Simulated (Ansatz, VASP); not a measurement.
Two plane-wave programs on BN

```
B N
1.0
     2.54332    0.00000    0.00000
    -1.27166    2.20258    0.00000
     0.00000    0.00000    4.20685
B N
2 2
Direct
  0.33333 0.66667 0.93700
  0.66667 0.33333 0.43700
  0.33333 0.66667 0.43700
  0.66667 0.33333 0.93700
```

Change from the starting cell: polar distortion scaled by 0.00.

Alike in both runs: task single point; functional r2SCAN; k mesh 12 × 12 × 6; no spin polarisation.

|  | VASP | Ansatz |
| --- | --- | --- |
| version | VASP 6.6.1 | Ansatz 0.2.0 |
| potentials or method | VASP PAW PBE potentials, release 64 (B, N), cutoff 520 eV | scalar-relativistic, plane waves, PAW |
| occupations | gaussian, width 0.01 eV | fixed |
| valence electrons in the cell | 16 | 16 |

```tsv
	VASP	Ansatz	Ansatz less VASP
gap on the k mesh at the Fermi level (eV)	3.83	3.78	-0.050
least direct gap on the mesh (eV)	5.63	5.55	-0.073
pressure (GPa)	28.4	27.2	-1.16
traceless stress, the component that is largest in VASP (GPa)	51.12	51.85	+0.730
```

VASP's potentials were made for PBE, not for r2SCAN.
